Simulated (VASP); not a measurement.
A run of VASP 6.6.1 is set up as follows.

POSCAR

```
TiO
1.0
    3.1497650240      0.0000000000      0.0000000000
   -1.5748825120      2.4797968425      0.0000000000
    0.0000000000      0.0000000000      5.5705398661
Ti O
2 2
Direct
    0.3333333333      0.6666666667      0.2500000000
    0.6666666667      0.3333333333      0.7500000000
    0.0000000000      0.0000000000      0.0000000000
    0.0000000000      0.0000000000      0.5000000000
```

The input INCAR.step1:

```
SYSTEM = TiO
ALGO = Normal
EDIFF = 1E-4
ENCUT = 520
GGA = PE
ISMEAR = 0
LASPH = .TRUE.
LCHARG = .FALSE.
LDAU = .TRUE.
LDAUJ = 0 0
LDAUL = 2 -1
LDAUTYPE = 2
LDAUU = 4 0
LMAXMIX = 4
LREAL = .FALSE.
LWAVE = .TRUE.
NBANDS = 26
NELM = 150
PREC = Accurate
SIGMA = 0.03
```

File INCAR.step2:

```
SYSTEM = TiO
ALGO = Normal
EDIFF = 1E-6
ENCUT = 520
ISIF = 2
ISMEAR = 0
ISTART = 1
LASPH = .TRUE.
LCHARG = .TRUE.
LDAU = .TRUE.
LDAUJ = 0 0
LDAUL = 2 -1
LDAUPRINT = 1
LDAUTYPE = 2
LDAUU = 4 0
LELF = .TRUE.
LMAXMIX = 4
LMIXTAU = .TRUE.
LREAL = .FALSE.
LVHAR = .TRUE.
LWAVE = .FALSE.
METAGGA = R2SCAN
NBANDS = 26
NELM = 150
PREC = Accurate
SIGMA = 0.03
```

Contents of KPOINTS:

```
k-points
0
G
  12 12 6
  0 0 0
```

Potentials or basis: VASP PAW PBE potentials, release 64 (Ti_sv, O).

Run with:

```console
$ cat potpaw_PBE.64/Ti_sv/POTCAR potpaw_PBE.64/O/POTCAR > POTCAR
$ cp INCAR.step1 INCAR
$ mpirun -np 1 vasp_std > vasp.out
$ cp INCAR.step2 INCAR
$ mpirun -np 1 vasp_std > vasp.out
```

**Question.** Predict the band gap on the k mesh.

**Answer.** Zero (band 18 reaches 10.92 eV, above the bottom of band 19 at 10.22 eV).

**Question.** What does it give for the pressure?

**Answer.** -13.0 GPa.

Stress tensor (GPa, compression positive):
```
-30.47   0.00   0.00
  0.00  -5.34   0.00
  0.00   0.00  -3.27
```

Caveat: the cell differs from its parent crystal (strain +0.1000 x Voigt [1, 0, 0, 0, 0, 0]); the PAW data sets were made with another functional, which shifts forces and pressure a little; U without spin polarisation on a metal has little footing.
